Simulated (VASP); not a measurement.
# WS2 (R3m) in VASP: a series of runs, part 2 of 3

VASP 6.6.1. The steps go on from the part before.

## (4) Electric field gradients, LDA (volume scaled by 0.8)

Input file INCAR:

```
SYSTEM = WS2
PREC = Accurate ; ENCUT = 520
EDIFF = 1E-8 ; ISMEAR = -1
SIGMA = 0.03 ; LREAL = .FALSE.
LASPH = .TRUE. ; NELM = 60
ALGO = Normal ; ISIF = 2
LWAVE = .FALSE. ; LCHARG = .FALSE.
LEFG = .TRUE. ; NBANDS = 20
```

Input file KPOINTS:

```
Automatic mesh
0
G
  10 10 10
  0 0 0
```

Input file POSCAR:

```
WS2
1.0
    1.4782840833      0.8534877134      6.0245971790
   -1.4782840833      0.8534877134      6.0245971790
    0.0000000000     -1.7069754269      6.0245971790
W S
1 2
Direct
    0.9993321300      0.9993321300      0.9993321300
    0.5858876800      0.5858876800      0.5858876800
    0.7460801900      0.7460801900      0.7460801900
```

Potentials or basis: VASP PAW LDA potentials, release 64 (W_sv, S).

On the command line:

```sh
> cat potpaw_LDA.64/W_sv/POTCAR potpaw_LDA.64/S/POTCAR > POTCAR
> mpirun -np 1 vasp_std > vasp.out
```

OUTCAR:

```text
SYSTEM = WS2
   PREC = Accurate
   ENCUT = 520
   EDIFF = 1E-8
   ISMEAR = -1
   LREAL = .FALSE.
   LASPH = .TRUE.
   NELM = 60
   ISIF = 2

 ion  position               nearest neighbor table
   1  0.999  0.999  0.999-   3 2.24   3 2.24   3 2.24   2 2.24   2 2.24   2 2.24
   2  0.586  0.586  0.586-   1 2.24   1 2.24   1 2.24
   3  0.746  0.746  0.746-   1 2.24   1 2.24   1 2.24

  LATTYP: Found a trigonal (rhomboedric) cell.
 ALAT       =     6.2617518537
 COS(alpha) =     0.8885310035

  Lattice vectors:

 A1 = (   1.4782840833,   0.8534877134,   6.0245971790)
 A2 = (  -1.4782840833,   0.8534877134,   6.0245971790)
 A3 = (   0.0000000000,  -1.7069754269,   6.0245971790)

Analysis of symmetry for initial positions (statically):
=====================================================================
 Subroutine PRICEL returns:
 Original cell was already a primitive cell.

 Routine SETGRP: Setting up the symmetry group for a
 trigonal (rhombohedral) supercell.

 Subroutine GETGRP returns: Found  6 space group operations
 (whereof  6 operations were pure point group operations)
 out of a pool of 12 trial point group operations.

The static configuration has the point symmetry C_3v.

Analysis of symmetry for dynamics (positions and initial velocities):
=====================================================================
 Subroutine PRICEL returns:
 Original cell was already a primitive cell.

 Routine SETGRP: Setting up the symmetry group for a
 trigonal (rhombohedral) supercell.

 Subroutine GETGRP returns: Found  6 space group operations
 (whereof  6 operations were pure point group operations)
 out of a pool of 12 trial point group operations.

[... 155 lines left out ...]

 k-point     1 :       0.0000    0.0000    0.0000
  band No.  band energies     occupation
      1     -64.4821      2.00000
      2     -29.3620      2.00000
      3     -28.8844      2.00000
      4     -28.8844      2.00000
      5      -7.7225      2.00000
      6      -4.9278      2.00000
[... 541 lines left out ...]
     19      17.2447      0.00000
     20      18.5966      0.00000

 [... further k-points ...]
[... 5 lines left out ...]
  --------------------------------------------------------------------------------------
  -------------------------------------------------------------------------------------
  Total       12.8989767     12.8989767     14.5195695      0.0000000     -0.0000000      0.0000000
  in kB      453.1389594    453.1389594    510.0701200      0.0000000     -0.0000000      0.0000000
  external PRESSURE =     472.1160129 kB  Pullay stress =       0.0000000 kB

 VOLUME and BASIS-vectors are now :
 -----------------------------------------------------------------------------
  energy-cutoff  :      520.00
  volume of cell :       45.61
      direct lattice vectors                 reciprocal lattice vectors
     1.478284083  0.853487713  6.024597179     0.338229983  0.195277172  0.055328734
    -1.478284083  0.853487713  6.024597179    -0.338229983  0.195277172  0.055328734
     0.000000000 -1.706975427  6.024597179     0.000000000 -0.390554343  0.055328734

 POSITION                                       TOTAL-FORCE (eV/Angst)
 -----------------------------------------------------------------------------------
      0.00000     -0.00000     18.06172         0.000000      0.000000     -0.009627
      0.00000     -0.00000     10.58921         0.000000      0.000000     -5.027295
      0.00000     -0.00000     13.48450         0.000000     -0.000000      5.036922
 -----------------------------------------------------------------------------------
    total drift:                                0.000000     -0.000000     -0.000156

  FREE ENERGIE OF THE ION-ELECTRON SYSTEM (eV)
  ---------------------------------------------------
  free  energy   TOTEN  =       -25.0465271967 eV

  energy  without entropy=      -25.0465271965  energy(sigma->0) =      -25.04652720

 Electric field gradients (V/A^2)
---------------------------------------------------------------------
 ion       V_xx      V_yy      V_zz      V_xy      V_xz      V_yz
---------------------------------------------------------------------
   1     107.563   107.563  -215.126    -0.000    -0.000     0.000
   2      32.199    32.199   -64.398     0.000    -0.000     0.000
   3      33.036    33.036   -66.073    -0.000     0.000     0.000
---------------------------------------------------------------------

 Electric field gradients after diagonalization (V/A^2)
 (convention: |V_zz| > |V_xx| > |V_yy|)
----------------------------------------------------------------------
 ion       V_xx      V_yy      V_zz     asymmetry (V_yy - V_xx)/ V_zz
----------------------------------------------------------------------
   1     107.563   107.563  -215.126       0.000
   2      32.199    32.199   -64.398       0.000
   3      33.036    33.036   -66.073       0.000
----------------------------------------------------------------------

           NMR quadrupolar parameters

 Cq : quadrupolar parameter    Cq=e*Q*V_zz/h
 eta: asymmetry parameters     (V_yy - V_xx)/ V_zz
 Q  : nuclear electric quadrupole moment in mb (millibarn)
----------------------------------------------------------------------
 ion       Cq(MHz)       eta       Q (mb)
----------------------------------------------------------------------
   1      -0.520       0.000       1.000
   2      -0.156       0.000       1.000
   3      -0.160       0.000       1.000
----------------------------------------------------------------------
```

OSZICAR:

```text
N       E                     dE             d eps       ncg     rms          rms(c)
DAV:   1     0.206726389449E+03    0.20673E+03   -0.13386E+04  4640   0.133E+03
DAV:   2    -0.157455324955E+02   -0.22247E+03   -0.21522E+03  5336   0.356E+02
DAV:   3    -0.260423541900E+02   -0.10297E+02   -0.10190E+02  5760   0.728E+01
DAV:   4    -0.261836230603E+02   -0.14127E+00   -0.14114E+00  5644   0.910E+00
DAV:   5    -0.261859061495E+02   -0.22831E-02   -0.22830E-02  5680   0.120E+00    0.420E+01
DAV:   6    -0.252146633551E+02    0.97124E+00   -0.24437E+00  5300   0.119E+01    0.191E+01
DAV:   7    -0.250621469598E+02    0.15252E+00   -0.61729E-01  5008   0.472E+00    0.507E+00
DAV:   8    -0.250507806585E+02    0.11366E-01   -0.13872E-01  5328   0.237E+00    0.164E+00
DAV:   9    -0.250469630263E+02    0.38176E-02   -0.95455E-03  6004   0.694E-01    0.789E-01
DAV:  10    -0.250465309011E+02    0.43213E-03   -0.43351E-03  5364   0.431E-01    0.128E-01
DAV:  11    -0.250465270695E+02    0.38316E-05   -0.16748E-04  5360   0.101E-01    0.314E-02
DAV:  12    -0.250465270110E+02    0.58572E-07   -0.10586E-05  5620   0.268E-02    0.102E-02
DAV:  13    -0.250465272071E+02   -0.19609E-06   -0.99798E-07  5492   0.756E-03    0.592E-03
DAV:  14    -0.250465272086E+02   -0.14938E-08   -0.27944E-07  5408   0.380E-03    0.303E-03
DAV:  15    -0.250465271966E+02    0.11976E-07   -0.59125E-08  5456   0.190E-03    0.446E-04
DAV:  16    -0.250465271967E+02   -0.10505E-09   -0.29875E-09  2888   0.378E-04
   1 F= -.25046527E+02 E0= -.25046527E+02  d E =-.165455E-09
```

It took 3 min on 1 thread of Intel Xeon 6975P-C (Granite Rapids), shared host; peak memory 0.32 GiB.

What came out:

* Free energy: -25.0465 eV
* Pressure: 47.2 GPa
* Largest force: 5.037 eV/Å
* Band gap on the k mesh: 1.04 eV, indirect (least direct gap 2.71 eV)

Forces in eV/Å, atoms in the order of the input:
```
W    0.000  0.000 -0.010
S    0.000  0.000 -5.027
S    0.000  0.000  5.037
```

Electric field gradients, principal values (V/Å²):
| atom | least | middle | greatest (by size) |
| --- | --- | --- | --- |
| 1 W | 107.563 | 107.563 | -215.126 |
| 2 S | 32.199 | 32.199 | -64.398 |
| 3 S | 33.036 | 33.036 | -66.073 |

Caveat: without QUAD_EFG the Cq values of the log hold for a quadrupole moment of 1 mb, not for the nuclei; spin-orbit coupling is left out, which moves the levels of the heavy elements; forces of over 1 eV/Å act on the atoms, so gaps and moduli don't describe the material at rest.

## (5) Electric field gradients, LDA (volume scaled by 0.85)

Input file INCAR:

```
SYSTEM = WS2
PREC = Accurate ; ENCUT = 520
EDIFF = 1E-8 ; ISMEAR = -1
SIGMA = 0.03 ; LREAL = .False.
LASPH = .True. ; NELM = 80
ALGO = Normal ; ISIF = 2
LWAVE = .False. ; LCHARG = .False.
LEFG = .True. ; NBANDS = 20
```

Input file KPOINTS:

```
Automatic mesh
0
Gamma
  10 10 10
  0 0 0
```

Input file POSCAR:

```
WS2
1.0
    1.5084614427      0.8709106200      6.1475819531
   -1.5084614427      0.8709106200      6.1475819531
    0.0000000000     -1.7418212400      6.1475819531
W S
1 2
Direct
    0.9993321300      0.9993321300      0.9993321300
    0.5858876800      0.5858876800      0.5858876800
    0.7460801900      0.7460801900      0.7460801900
```

Potentials or basis: VASP PAW LDA potentials, release 64 (W_sv, S).

On the command line:

```sh
> cat potpaw_LDA.64/W_sv/POTCAR potpaw_LDA.64/S/POTCAR > POTCAR
> mpirun -np 1 vasp_std > vasp.out
```

OUTCAR:

```text
SYSTEM = WS2
   PREC = Accurate
   ENCUT = 520
   EDIFF = 1E-8
   ISMEAR = -1
   LREAL = .False.
   LASPH = .True.
   NELM = 80
   ISIF = 2

 ion  position               nearest neighbor table
   1  0.999  0.999  0.999-   3 2.28   3 2.28   3 2.28   2 2.28   2 2.28   2 2.28
   2  0.586  0.586  0.586-   1 2.28   1 2.28   1 2.28
   3  0.746  0.746  0.746-   1 2.28   1 2.28   1 2.28

  LATTYP: Found a trigonal (rhomboedric) cell.
 ALAT       =     6.3895778501
 COS(alpha) =     0.8885310035

  Lattice vectors:

 A1 = (   1.5084614427,   0.8709106200,   6.1475819531)
 A2 = (  -1.5084614427,   0.8709106200,   6.1475819531)
 A3 = (   0.0000000000,  -1.7418212400,   6.1475819531)

Analysis of symmetry for initial positions (statically):
=====================================================================
 Subroutine PRICEL returns:
 Original cell was already a primitive cell.

 Routine SETGRP: Setting up the symmetry group for a
 trigonal (rhombohedral) supercell.

 Subroutine GETGRP returns: Found  6 space group operations
 (whereof  6 operations were pure point group operations)
 out of a pool of 12 trial point group operations.

The static configuration has the point symmetry C_3v.

Analysis of symmetry for dynamics (positions and initial velocities):
=====================================================================
 Subroutine PRICEL returns:
 Original cell was already a primitive cell.

 Routine SETGRP: Setting up the symmetry group for a
 trigonal (rhombohedral) supercell.

 Subroutine GETGRP returns: Found  6 space group operations
[... 166 lines left out ...]
      6      -5.5628      2.00000
[... 541 lines left out ...]
     19      16.1391      0.00000
     20      17.4696      0.00000

 [... further k-points ...]

------------------------ aborting loop because EDIFF is reached ----------------------------------------

  FORCE on cell =-STRESS in cart. coord.  units (eV):
  Direction    XX          YY          ZZ          XY          YZ          ZX
  --------------------------------------------------------------------------------------
  -------------------------------------------------------------------------------------
  Total        8.0587483      8.0587483      9.4363294      0.0000000     -0.0000000      0.0000000
  in kB      266.4494321    266.4494321    311.9969132      0.0000000     -0.0000000      0.0000000
  external PRESSURE =     281.6319258 kB  Pullay stress =       0.0000000 kB

 VOLUME and BASIS-vectors are now :
 -----------------------------------------------------------------------------
  energy-cutoff  :      520.00
  volume of cell :       48.46
      direct lattice vectors                 reciprocal lattice vectors
     1.508461443  0.870910620  6.147581953     0.331463560  0.191370576  0.054221861
    -1.508461443  0.870910620  6.147581953    -0.331463560  0.191370576  0.054221861
     0.000000000 -1.741821240  6.147581953     0.000000000 -0.382741151  0.054221861

 POSITION                                       TOTAL-FORCE (eV/Angst)
 -----------------------------------------------------------------------------------
      0.00000      0.00000     18.43043         0.000000      0.000000     -0.008244
      0.00000      0.00000     10.80538         0.000000      0.000000     -3.270688
      0.00000      0.00000     13.75977         0.000000     -0.000000      3.278931
 -----------------------------------------------------------------------------------
    total drift:                                0.000000      0.000000      0.000014

  FREE ENERGIE OF THE ION-ELECTRON SYSTEM (eV)
  ---------------------------------------------------
  free  energy   TOTEN  =       -25.7105419521 eV

  energy  without entropy=      -25.7105419521  energy(sigma->0) =      -25.71054195

 Electric field gradients (V/A^2)
---------------------------------------------------------------------
 ion       V_xx      V_yy      V_zz      V_xy      V_xz      V_yz
---------------------------------------------------------------------
   1     100.486   100.486  -200.972     0.000     0.000    -0.000
   2      30.259    30.259   -60.518     0.000    -0.000     0.000
   3      30.938    30.938   -61.875    -0.000    -0.000    -0.000
---------------------------------------------------------------------

 Electric field gradients after diagonalization (V/A^2)
 (convention: |V_zz| > |V_xx| > |V_yy|)
----------------------------------------------------------------------
 ion       V_xx      V_yy      V_zz     asymmetry (V_yy - V_xx)/ V_zz
----------------------------------------------------------------------
   1     100.486   100.486  -200.972       0.000
   2      30.259    30.259   -60.518       0.000
   3      30.938    30.938   -61.875       0.000
----------------------------------------------------------------------

           NMR quadrupolar parameters

 Cq : quadrupolar parameter    Cq=e*Q*V_zz/h
 eta: asymmetry parameters     (V_yy - V_xx)/ V_zz
 Q  : nuclear electric quadrupole moment in mb (millibarn)
----------------------------------------------------------------------
 ion       Cq(MHz)       eta       Q (mb)
----------------------------------------------------------------------
   1      -0.486       0.000       1.000
   2      -0.146       0.000       1.000
   3      -0.150       0.000       1.000
----------------------------------------------------------------------
```

Wall time 2.6 min (1 thread of Intel Xeon 6975P-C (Granite Rapids), shared host); peak memory 0.33 GiB.

Results:

```yaml
Free_energy: -25.7105 eV
Pressure: 28.2 GPa
Largest_force: 3.279 eV/Å
Band_gap_on_the_k_mesh: 1.12 eV, indirect (least direct gap 2.62 eV)
```

Forces on the atoms (eV/Å):
```
W    0.000  0.000 -0.008
S    0.000  0.000 -3.271
S    0.000  0.000  3.279
```

Levels at points of the mesh, in eV from the valence-band top:
```tsv
k point	band 11	band 12	band 13	band 14	band 15	band 16
(0.00, 0.00, 0.00)	-2.64	-1.87	-1.55	2.56	2.56	3.13
(0.50, 0.00, 0.00)	-2.72	-1.90	-1.88	2.71	2.98	3.88
(0.50, 0.50, 0.00)	-3.29	-2.01	-1.68	2.67	3.16	3.49
(0.50, 0.50, 0.50)	-2.62	-2.62	0.00	2.62	2.62	3.03
```

Electric field gradients, principal values (V/Å²):
```tsv
atom	least	middle	greatest (by size)
1 W	100.486	100.486	-200.972
2 S	30.259	30.259	-60.518
3 S	30.938	30.938	-61.875
```

Caveat: without QUAD_EFG the Cq values of the log hold for a quadrupole moment of 1 mb, not for the nuclei; spin-orbit coupling is left out, which moves the levels of the heavy elements; forces of over 1 eV/Å act on the atoms, so gaps and moduli don't describe the material at rest.

(Continued in part 3 of 3.)
